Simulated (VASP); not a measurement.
Crystal: Si.

```
Si
1.0
     4.93412    0.00000    0.00000
     0.00000    4.93412    0.00000
     0.00000    0.00000    4.93412
Si
8
Direct
  0.00000 0.00000 0.00000
  0.50000 0.50000 0.50000
  0.25000 0.00000 0.50000
  0.75000 0.00000 0.50000
  0.50000 0.25000 0.00000
  0.50000 0.75000 0.00000
  0.00000 0.50000 0.25000
  0.00000 0.50000 0.75000
```

* Program: VASP 6.6.1
* Task: relaxation of cell and atoms
* Functional: BLYP
* Potentials or basis: VASP PAW PBE potentials, release 64 (Si)
* Cutoff: 600 eV
* k mesh: 5 × 5 × 5
* Occupations: fermi-dirac, width 0.1 eV
* Spin: no spin polarisation

At the start: pressure 8.4 GPa; volume 15.02 Å³/atom.

Problem. How do energy, volume and symmetry change on relaxing?

Solution. Over 3 steps the energy falls by 45.7 meV/atom and the volume is 16.99 Å³/atom (+13.2 %); space group Pm-3n (No. 223, to 0.1 Å) before and after.

Step by step:
```csv
step,energy change (eV),largest force (eV/Å),pressure (GPa),volume (Å³)
1,0.0000,0.0000,8.36,120.12
2,-0.3630,0.0000,0.61,134.27
3,-0.3660,0.0000,-0.04,135.96
```

Final structure:
```
Si
1.0
     5.14202    0.00000    0.00000
     0.00000    5.14202    0.00000
     0.00000    0.00000    5.14202
Si
8
Direct
  0.00000 0.00000 0.00000
  0.50000 0.50000 0.50000
  0.25000 0.00000 0.50000
  0.75000 0.00000 0.50000
  0.50000 0.25000 0.00000
  0.50000 0.75000 0.00000
  0.00000 0.50000 0.25000
  0.00000 0.50000 0.75000
```

Caveat: the PAW data sets were made with another functional, which shifts forces and pressure a little.
